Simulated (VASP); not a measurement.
Here is a VASP 6.6.1 calculation.

File POSCAR:

```
BP2Au3
1.0
    3.7705732806     -0.0000000027      0.0000000000
   -1.8852866380      3.2654122492      0.0000000000
    0.0000000000      0.0000000000      9.0593046110
B P Au
1 2 3
Direct
    0.3333333333      0.6666666667      0.6465138644
    0.0000000000      0.0000000000      0.9900446669
    0.6666666667      0.3333333333      0.3593380898
    0.0000000000      0.0000000000      0.2507722602
    0.6666666667      0.3333333333      0.6242471935
    0.3333333333      0.6666666667      0.8790839252
```

File INCAR.step1:

```
SYSTEM = BP2Au3
PREC = Accurate ; ENCUT = 520
ISMEAR = -1 ; SIGMA = 0.03
LREAL = .False. ; LASPH = .True.
NELM = 100 ; NBANDS = 32
GGA = PE ; ALGO = Normal
EDIFF = 1E-4 ; LWAVE = .True.
LCHARG = .False.
```

The input INCAR.step2:

```
SYSTEM = BP2Au3
PREC = Accurate ; ENCUT = 520
EDIFF = 1E-7 ; ISMEAR = -1
SIGMA = 0.03 ; LREAL = .False.
LASPH = .True. ; NELM = 100
ALGO = Normal ; ISIF = 2
LWAVE = .False. ; LCHARG = .False.
METAGGA = R2SCAN ; LMIXTAU = .True.
LUSE_VDW = .True. ; IVDW_NL = 2
BPARAM = 11.95 ; CPARAM = 0.0093
NBANDS = 32 ; ISTART = 1
```

KPOINTS

```
regular mesh
0
Gamma
  12 12 4
  0 0 0
```

Potentials or basis: VASP PAW PBE potentials, release 64 (B, P, Au).

The run is started by

```console
$ cat potpaw_PBE.64/B/POTCAR potpaw_PBE.64/P/POTCAR potpaw_PBE.64/Au/POTCAR > POTCAR
$ cp INCAR.step1 INCAR
$ mpirun -np 1 vasp_std > vasp.out
$ cp INCAR.step2 INCAR
$ mpirun -np 1 vasp_std > vasp.out
```

Question: What does it give for the largest force?

Answer: 0.060 eV/Å.

Question: Predict the band gap on the k mesh.

Answer: Zero (bands 23 and 24 overlap by 4.07 eV).

Forces on the atoms (eV/Å):
```
B    0.000  0.000 -0.027
P    0.000  0.000 -0.004
P    0.000  0.000 -0.004
Au   0.000  0.000  0.001
Au   0.000  0.000 -0.026
Au   0.000  0.000  0.060
```

Caveat: the PAW data sets were made with another functional, which shifts forces and pressure a little; spin-orbit coupling is left out, which moves the levels of the heavy elements.
